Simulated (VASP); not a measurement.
# Al17N16 (a cell with a defect) in VASP: a series of runs

Al17N16 (a cell with a defect) is run at these levels: PBE; tasks: single point.

Program: VASP 6.6.1. These are calculated values, not measurements. Logs are shortened: lines on timing, memory, paths and dates and some standing lists are left out, and cuts for length are marked.

## Step 1: The cell of the first run

The cell holds a defect, 33 atoms: a = 7.627 Å, b = 7.627 Å, c = 7.627 Å, α = 109.47°, β = 109.47°, γ = 109.47°.

## Step 2: Single point, PBE

INCAR

```
SYSTEM = Al17N16
PREC = Accurate
ENCUT = 520
EDIFF = 1E-7
ISMEAR = 0
SIGMA = 0.02
LREAL = Auto
LASPH = .True.
NELM = 100
ALGO = Normal
ISIF = 2
LWAVE = .False.
LCHARG = .False.
GGA = PE
NBANDS = 88
```

KPOINTS

```
Automatic mesh
0
Gamma
  2 2 2
  0.5 0.5 0.5
```

POSCAR

```
Al17N16
1.0
   -4.4031742052      4.4031742052     -4.4031742052
    4.4031742052      4.4031742052      4.4031742052
    4.4031742052     -4.4031742052     -4.4031742052
Al N
17 16
Direct
    0.5044511974      0.5053175042     -0.0025289710
    0.2581495637      0.7496077480     -0.0021722965
    0.7421469939      0.4910588133      0.7451308640
    0.0165925754     -0.0440433403     -0.0297443376
    0.4997292629      0.7476203181      0.7512917604
    0.7136444877      0.2891110914     -0.0251658224
    0.2431818389     -0.0095758192      0.7429031529
    0.0014223830      0.5065714859      0.5086776938
    0.7565407010      0.7503745812      0.4997164313
   -0.0007049460      0.2460750925      0.7489707076
    0.2933548481      0.5401401101      0.2620615143
    0.5014195208      0.0038157700      0.4980334408
    0.2571050899      0.2482394402      0.5059638561
   -0.0073701377      0.7427824446      0.2470998078
    0.7414924661     -0.0107088654      0.2513896676
    0.4964674115      0.2435254546      0.2506243107
   -0.0100692132      0.2409510618      0.1462583514
    0.2524122254      0.7484859436      0.7487652876
   -0.0006963159     -0.0052028375      0.7409288954
    0.5178910472      0.7659835480      0.5151977629
    0.7474037698      0.2449078664      0.7379966925
    0.2481072629     -0.0058676988      0.4961645618
    0.4970182641      0.4988947513      0.7450485371
   -0.0004715916      0.2479327297      0.4864416896
    0.7493419170      0.7486709238      0.2523698696
    0.4987897134     -0.0026718225      0.2489888996
    0.7469503469      0.4972836408      0.4978928604
    0.0018460546      0.7272287788     -0.0030472335
    0.2459558604      0.2478187210      0.2483725261
    0.0045837387      0.4983030191      0.2537389955
    0.7523628059     -0.0108900983      0.0016182644
    0.4760511173      0.2441966749     -0.0025678066
    0.2549000897      0.5015618045     -0.0039229654
```

Potentials or basis: VASP PAW PBE potentials, release 64 (Al, N).

On the command line:

```sh
cat potpaw_PBE.64/Al/POTCAR potpaw_PBE.64/N/POTCAR > POTCAR
mpirun -np 1 vasp_std > vasp.out
```

OUTCAR:

```text
SYSTEM = Al17N16
   PREC = Accurate
   ENCUT = 520
   EDIFF = 1E-7
   ISMEAR = 0
   LREAL = Auto
   LASPH = .True.
   NELM = 100
   ISIF = 2
   GGA = PE

 ion  position               nearest neighbor table
   1  0.504  0.505  0.997-  33 1.89  23 1.89  25 1.89  32 1.93   6 2.65  11 2.97  15 3.02  14 3.04
                             5 3.04   3 3.05   2 3.05  13 3.06   9 3.13  10 3.15   7 3.21  16 3.21
   2  0.258  0.750  0.998-  33 1.88  26 1.88  18 1.88  28 1.90   4 2.79  11 2.96  15 3.01   5 3.04
                             8 3.05   1 3.05  16 3.08   7 3.09  12 3.12  10 3.14  14 3.21   3 3.21
   3  0.742  0.491  0.745-  21 1.87  23 1.89  28 1.91  27 1.91   6 2.71   4 2.92  13 3.02  12 3.03
                             1 3.05  16 3.08   8 3.09   5 3.11  14 3.13  10 3.13   9 3.14   2 3.21
   4  0.017  0.956  0.970-  28 1.79  19 1.84  29 2.07  31 2.19  17 2.26   2 2.79   7 2.84   3 2.92
                             9 2.95  16 3.01  14 3.08  10 3.21   5 3.24  13 3.35
   5  0.500  0.748  0.751-  23 1.87  18 1.88  31 1.89  20 1.90   2 3.04   1 3.04  11 3.06   8 3.10
                             3 3.11   7 3.11  13 3.11  15 3.11   9 3.17  12 3.17   4 3.24
   6  0.714  0.289  0.975-  32 1.81  21 1.85  30 2.06  17 2.30  31 2.47   1 2.65   3 2.71  14 2.86
                             7 2.97  12 3.01  16 3.12  10 3.23   8 3.36
   7  0.243  0.990  0.743-  19 1.87  18 1.88  32 1.89  22 1.90   4 2.84   6 2.97   8 3.01   9 3.03
                            13 3.08  14 3.09   2 3.09   5 3.11  10 3.11  12 3.13  16 3.16   1 3.21
   8  0.001  0.507  0.509-  18 1.86  27 1.89  24 1.92  30 1.93  17 2.78   7 3.01   9 3.04   2 3.05
                             3 3.09  14 3.10   5 3.10  10 3.12  16 3.15  13 3.20  15 3.22   6 3.36
   9  0.757  0.750  0.500-  19 1.85  25 1.86  27 1.90  20 1.90  11 2.89   4 2.95   7 3.03  15 3.04
                             8 3.04  14 3.04  10 3.09   1 3.13   3 3.14  16 3.16   5 3.17  12 3.17
  10  0.999  0.246  0.749-  21 1.89  19 1.90  33 1.93  24 2.01  17 3.07   9 3.09  15 3.10  12 3.10
                             7 3.11  13 3.12   8 3.12   3 3.13   2 3.14   1 3.15   4 3.21  11 3.21
  11  0.293  0.540  0.262-  20 1.80  33 1.85  30 2.09  29 2.10  17 2.26   9 2.89  12 2.89   2 2.96
                             1 2.97   5 3.06  16 3.13  14 3.16  10 3.21  13 3.34   8 3.36
  12  0.501  0.004  0.498-  21 1.85  26 1.88  20 1.90  22 1.90  11 2.89   6 3.01  15 3.03  16 3.03
                             3 3.03  13 3.04  10 3.10   2 3.12   7 3.13   9 3.17  14 3.17   5 3.17
  13  0.257  0.248  0.506-  23 1.86  22 1.89  24 1.92  29 1.94  17 2.79   3 3.02  12 3.04   1 3.06
                            16 3.08   7 3.08   5 3.11  10 3.12  14 3.15   8 3.20  15 3.21  11 3.34
  14  0.993  0.743  0.247-  25 1.88  28 1.90  30 1.91  22 1.92   6 2.86   1 3.04   9 3.04   4 3.08
                             7 3.09  15 3.10   8 3.10   3 3.13  13 3.15  11 3.16  12 3.17   2 3.21
  15  0.741  0.989  0.251-  25 1.86  26 1.87  24 1.92  31 1.93  17 2.74   2 3.01   1 3.02  12 3.03
[... 7 lines left out ...]
  20  0.518  0.766  0.515-  11 1.80   5 1.90   9 1.90  12 1.90
  21  0.747  0.245  0.738-   6 1.85  12 1.85   3 1.87  10 1.89
  22  0.248  0.994  0.496-  13 1.89  12 1.90   7 1.90  14 1.92
  23  0.497  0.499  0.745-  13 1.86   5 1.87   3 1.89   1 1.89
  24  1.000  0.248  0.486-   8 1.92  15 1.92  13 1.92  10 2.01  17 2.55
  25  0.749  0.749  0.252-  15 1.86   9 1.86  14 1.88   1 1.89
  26  0.499  0.997  0.249-  15 1.87  12 1.88  16 1.88   2 1.88
  27  0.747  0.497  0.498-   8 1.89   9 1.90  16 1.91   3 1.91
  28  0.002  0.727  0.997-   4 1.79  14 1.90   2 1.90   3 1.91
  29  0.246  0.248  0.248-  17 1.82  16 1.92  13 1.94   4 2.07  11 2.10
  30  0.005  0.498  0.254-  17 1.80  14 1.91   8 1.93   6 2.06  11 2.09
  31  0.752  0.989  0.002-  17 1.77   5 1.89  15 1.93   4 2.19   6 2.47
  32  0.476  0.244  0.997-   6 1.81  16 1.89   7 1.89   1 1.93
[... 207 lines left out ...]
   LEPSILON=     F    determine dielectric tensor
   LRPA    =     F    only Hartree local field effects (RPA)
 non-spin polarized calculation
 Gauss-broadening in eV      SIGMA  =   0.02
  energy-cutoff  :      520.00
  volume of cell :      341.47
 maximum number of plane-waves:      9184
 NGX is ok and might be reduce to    60
   NGX = 29   NGY = 29   NGZ = 29

 number of electron     131.0000001 magnetization

 Free energy of the ion-electron system (eV)
  ---------------------------------------------------
  ext. energy  EPLUGINS =         0.00000000
  ---------------------------------------------------
  free energy    TOTEN  =      -231.15192821 eV

  energy without entropy =     -231.15192821  energy(sigma->0) =     -231.15192821

 E-fermi :  10.2120     XC(G=0): -11.0357

 val. band max:       10.0897981150   @ k =   0.2500  -0.2500   0.2500
 cond. band min:      10.3850270389   @ k =   0.2500   0.2500   0.2500
 fundamental gap:      0.2952289239
 Fermi energy:        10.2120277941

 k-point     1 :       0.2500    0.2500    0.2500
  band No.  band energies     occupation
      1      -8.7028      2.00000
      2      -8.1797      2.00000
      3      -8.0387      2.00000
      4      -7.9812      2.00000
      5      -7.3021      2.00000
      6      -7.0659      2.00000
[... 309 lines left out ...]
     76      12.6632      0.00000
     77      12.8692      0.00000
 [bands above 77 left out]

------------------------ aborting loop because EDIFF is reached ----------------------------------------

  FORCE on cell =-STRESS in cart. coord.  units (eV):
  Direction    XX          YY          ZZ          XY          YZ          ZX
  --------------------------------------------------------------------------------------
  -------------------------------------------------------------------------------------
  Total       21.5490846     18.8570916     20.8152266      3.5888375     -0.8436089      4.7325292
  in kB      101.1071368     88.4764520     97.6639152     16.8386312     -3.9581671     22.2047706
  external PRESSURE =      95.7491680 kB  Pullay stress =       0.0000000 kB

 VOLUME and BASIS-vectors are now :
 -----------------------------------------------------------------------------
  energy-cutoff  :      520.00
  volume of cell :      341.47
      direct lattice vectors                 reciprocal lattice vectors
    -4.403174205  4.403174205 -4.403174205     0.000000000  0.113554444 -0.113554444
     4.403174205  4.403174205  4.403174205     0.113554444  0.113554444  0.000000000
     4.403174205 -4.403174205 -4.403174205     0.113554444  0.000000000 -0.113554444

 POSITION                                       TOTAL-FORCE (eV/Angst)
 -----------------------------------------------------------------------------------
      4.39585      0.05415     -4.38822        -0.073809      0.119561     -0.029681
      6.55759      0.04372     -2.22963        -0.002242      0.087150      0.054079
      2.17536      2.14908     -4.38653         0.042261      0.037594      0.039983
      8.40839      0.01010     -0.13602        -0.328663      0.362387      0.166246
      4.39958      2.18423     -2.21656        -0.071775      0.004750      0.091283
      2.42307      0.12294     -6.16166         0.030187      0.610591      0.404655
[... 25 lines left out ...]
      3.37097     -1.22049     -5.41276        -0.076653     -0.003291     -0.017333
      5.47200     -1.05507     -3.29981        -0.060600      0.350291      0.031039
 -----------------------------------------------------------------------------------
    total drift:                                0.012525     -0.010049     -0.007937

  FREE ENERGIE OF THE ION-ELECTRON SYSTEM (eV)
  ---------------------------------------------------
  free  energy   TOTEN  =      -231.1519282077 eV

  energy  without entropy=     -231.1519282077  energy(sigma->0) =     -231.15192821
```

stdout:

```text
POSCAR found type information on POSCAR AlN
 POSCAR found :  2 types and      33 ions
 scaLAPACK will be used
 LDA part: xc-table for (Slater+PW92), standard interpolation
 POSCAR, INCAR and KPOINTS ok, starting setup
 FFT: planning ... GRIDC
 FFT: planning ... GRID_SOFT
 FFT: planning ... GRID
 WAVECAR not read
 entering main loop
```

It took 4.6 min on 1 thread of Intel Xeon Platinum 8488C (Sapphire Rapids), shared host; peak memory 0.49 GiB.

Results:

```yaml
Free_energy: -231.1519 eV
Pressure: 9.6 GPa
Largest_force: 1.877 eV/Å
Band_gap_on_the_k_mesh: zero (an odd number of electrons rules out a gap without spin polarisation)
```

Forces on the atoms (eV/Å):
```
Al  -0.074  0.120 -0.030
Al  -0.002  0.087  0.054
Al   0.042  0.038  0.040
Al  -0.329  0.362  0.166
Al  -0.072  0.005  0.091
Al   0.030  0.611  0.405
Al  -0.077  0.039 -0.009
Al   0.107 -0.060 -0.076
Al  -0.045 -0.008  0.068
Al   0.297 -0.330 -0.326
Al  -0.268  0.221  0.255
Al  -0.091 -0.009  0.062
Al   0.056 -0.066 -0.083
Al  -0.033  0.016  0.127
Al   0.080 -0.143 -0.079
Al  -0.084  0.032 -0.003
Al   1.129 -1.134 -0.981
N   -0.035  0.050  0.005
N   -0.342  0.055  0.043
N   -0.090 -0.032  0.093
N   -0.111  0.066  0.321
N   -0.054 -0.002  0.027
N   -0.016  0.033  0.085
N    0.090 -0.091 -0.084
N    0.018 -0.009  0.014
N   -0.026  0.013  0.026
N   -0.015  0.000  0.040
N   -0.023  0.102  0.060
N   -0.011 -0.004 -0.205
N    0.231  0.031 -0.044
N   -0.146 -0.341 -0.075
N   -0.077 -0.003 -0.017
N   -0.061  0.350  0.031
```

Caveat: the k points lie up to 0.50 Å⁻¹ apart, too coarse for converged energies and pressures of a metal.

## Step 3: Single point, PBE

INCAR

```
SYSTEM = Al17N16
PREC     = Accurate       ! precision mode
ENCUT    = 520            ! plane-wave cutoff, eV
EDIFF    = 1E-6           ! SCF threshold, eV
ISMEAR   = 0              ! smearing method
SIGMA    = 0.02           ! smearing width, eV
LREAL    = Auto         
LASPH    = .True.         ! aspherical terms in the spheres
NELM     = 60             ! most SCF steps
ALGO     = Normal         ! electronic algorithm
ISIF     = 2              ! what is computed and relaxed
LWAVE    = .False.        ! write WAVECAR
LCHARG   = .True.         ! write CHGCAR
GGA      = PE             ! functional
LELF     = .True.         ! ELF
LVHAR    = .True.       
NBANDS   = 88             ! bands
```

KPOINTS is that of step 2.

POSCAR

```
Al17N16
1.0
    4.4031742003     -4.4031742003     -4.4031742003
   -4.4031742003     -4.4031742003      4.4031742003
   -4.4031742003      4.4031742003     -4.4031742003
Al N
17 16
Direct
    0.2515372887      0.2576432247      0.5020574702
    0.2454474774      0.4981636883      0.2550806416
    0.2957899099      0.7379124359      0.0296326000
   -0.0063378142      0.2475120108      0.7527653573
    0.2793033943      0.0302420467      0.7380737968
   -0.0011756292      0.4939511591      0.4937557319
   -0.0034015234      0.7483130011      0.2488320812
    0.7549166462      0.2598574228      0.0024802562
    0.9872060024      1.0653578048      1.0254897478
    0.7379074395      0.4895353674      0.7482655353
    0.7408330562      0.7495669828      0.4913548503
    0.4976564406      0.2483175660      0.2502622994
    0.7483831777     -0.0006598649      0.2570686392
    0.5084809045      0.5039604156      0.0022373632
    0.4941285312      0.7449068219      0.7496293242
    0.5050000066      0.0026504743      0.5005247123
    1.0923088166      0.8468471449      0.8540485407
    0.0000667700      0.2498522543      0.5038138168
    0.0000880047      0.5056570326      0.2547524692
   -0.0021147244      0.7397439556     -0.0016740196
    0.7452790534      0.2482986024      0.7478805857
   -0.0013633347     -0.0036285187      0.7463175088
    0.7606240061      0.5127925667      0.5130019611
    0.7519400436      0.7516652418      0.2514760829
    0.5070938370      0.2576970495      0.0038309863
    0.7269812309     -0.0008747099      0.0026663719
    0.4978627691      0.5000959308      0.7508985222
    0.4972733079      0.7513543297      0.5022474468
    0.2574079399      0.2591323777      0.2621131819
    0.5067907601      0.0059323113      0.2595043821
    0.2527816183      0.4820188581      0.0031596524
    0.2454553127      0.7509642702      0.7510454617
    0.2508447201      0.0027216729      0.4848995072
```

Potentials or basis: VASP PAW PBE potentials, release 64 (Al, N).

On the command line:

```sh
cat potpaw_PBE.64/Al/POTCAR potpaw_PBE.64/N/POTCAR > POTCAR
mpirun -np 1 vasp_std > vasp.out
```

It took 3.9 min on 1 thread of AMD EPYC 7R13 (Zen 3), shared host; peak memory 0.45 GiB.

It converged, with:

```
Free energy            : -231.1533 eV
Pressure               : 9.6 GPa
Largest force          : 1.875 eV/Å
Band gap on the k mesh : zero (an odd number of electrons rules out a gap without spin polarisation)
```

Forces in eV/Å, atoms in the order of the input:
```
Al  -0.055  0.007 -0.079
Al  -0.052 -0.024  0.053
Al  -0.137 -0.346 -0.313
Al  -0.135 -0.017 -0.030
Al  -0.240 -0.220 -0.262
Al   0.083  0.063  0.062
Al  -0.086 -0.005 -0.075
Al   0.038 -0.121 -0.100
Al  -0.413 -0.565  0.044
Al   0.078  0.113  0.077
Al   0.081  0.062  0.097
Al   0.308  0.317  0.289
Al   0.022 -0.052 -0.075
Al  -0.066 -0.091  0.007
Al  -0.002 -0.033 -0.088
Al  -0.067  0.006 -0.048
Al   0.982  1.177  1.079
N   -0.025  0.003 -0.055
N   -0.075 -0.032 -0.022
N    0.090  0.294 -0.118
N   -0.003  0.006  0.012
N    0.042 -0.036  0.230
N    0.079  0.087  0.084
N   -0.011 -0.045 -0.029
N   -0.036 -0.338 -0.054
N    0.021 -0.010 -0.084
N   -0.031 -0.009 -0.015
N   -0.047 -0.002 -0.016
N   -0.330 -0.056 -0.118
N   -0.055 -0.058 -0.341
N   -0.059 -0.105 -0.009
N    0.195  0.000 -0.012
N   -0.095  0.031 -0.091
```

Stress tensor (GPa, compression positive):
```
 9.81 -0.44 -2.20
-0.44  8.84 -1.59
-2.20 -1.59 10.10
```

Levels at points of the mesh, in eV from the Fermi level:
```csv
k point,band 62,band 63,band 64,band 65,band 66,band 67,band 68,band 69,band 70,band 71
"(0.25, 0.25, 0.25)",-4.42,-4.39,-4.31,0.15,0.39,0.85,1.07,1.21,1.36,1.39
```

Caveat: the k points lie up to 0.50 Å⁻¹ apart, too coarse for converged energies and pressures of a metal.
